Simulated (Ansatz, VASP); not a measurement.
Zr: VASP beside Ansatz

File INCAR:

```
  ALGO = Normal
  EDIFF = 1E-8
  ENCUT = 520
  GGA = PS
  ISIF = 2
  ISMEAR = -1
  LASPH = T
  LCHARG = F
  LEFG = T
  LREAL = F
  LWAVE = F
  NBANDS = 19
  NELM = 80
  PREC = Accurate
  SIGMA = 0.08
```

The input KPOINTS:

```
k-points
0
Gamma
  13 13 7
```

The input POSCAR:

```
Zr
1.0
    3.2319982225      0.0000000000      0.0000000000
   -1.6159991112      2.7989925656      0.0000000000
    0.0000000000      0.0000000000      5.1470000000
Zr
2
Direct
    0.3333333333      0.6666666667      0.2500000000
    0.6666666667      0.3333333333      0.7500000000
```

Input for Ansatz:

```yaml
crystal:
  lattice:
    - [3.2319982225, 0.0, 0.0]
    - [-1.6159991112, 2.7989925656, 0.0]
    - [0.0, 0.0, 5.147]
  atoms:
    - { symbol: Zr, position: [0.3333333333, 0.6666666667, 0.25] }
    - { symbol: Zr, position: [0.6666666667, 0.3333333333, 0.75] }
kpoints:
  mp_grid: { grid: [13, 13, 7] }
  band_path:
    path:
      - [0.0, 0.0, 0.0]
      - [0.5, 0.0, 0.0]
      - [0.3333333333, 0.3333333333, 0.0]
      - [0.0, 0.0, 0.0]
      - [0.0, 0.0, 0.5]
      - [0.5, 0.0, 0.5]
      - [0.3333333333, 0.3333333333, 0.5]
      - [0.0, 0.0, 0.5]
      - [0.5, 0.0, 0.5]
    npoints: 14
scf:
  occupations: { method: fermi_dirac, width: 0.08 }
hamiltonian:
  xc: pbesol
  pseudopotentials: { kind: paw }
output:
  forces: true
  stress: true
  eigenvalues: true
  efg: { contact_densities: true }
  populations: true
  bader: true
  dos: { projected: true, de: 0.2, e_range: [-14, 8] }
  write_density: true
  write_potential: true
  elf: true
  volumetric_format: npy
```

Alike in both runs: task electric field gradients; functional PBEsol; k mesh 13 × 13 × 7; occupations fermi-dirac, width 0.08 eV; no spin polarisation.

|  | VASP | Ansatz |
| --- | --- | --- |
| version | VASP 6.6.1 | Ansatz 0.2.0 |
| potentials or method | VASP PAW PBE potentials, release 64 (Zr_sv) | PAW with Ansatz's default frozen-core files, scalar-relativistic |
| plane-wave cutoff (eV) | 520 | 420 |
| valence electrons in the cell | 24 | 24 |

|  | VASP | Ansatz | Ansatz less VASP |
| --- | --- | --- | --- |
| pressure (GPa) | -3.2 | -3.3 | -0.05 |
| traceless stress, the component that is largest in VASP (GPa) | 0.43 | 0.43 | -0.001 |
| size of Vzz on the site where it differs most (V/Å²) | 41.7 | 42.3 | +0.63 |

VASP's potentials were made for PBE, not for PBEsol.
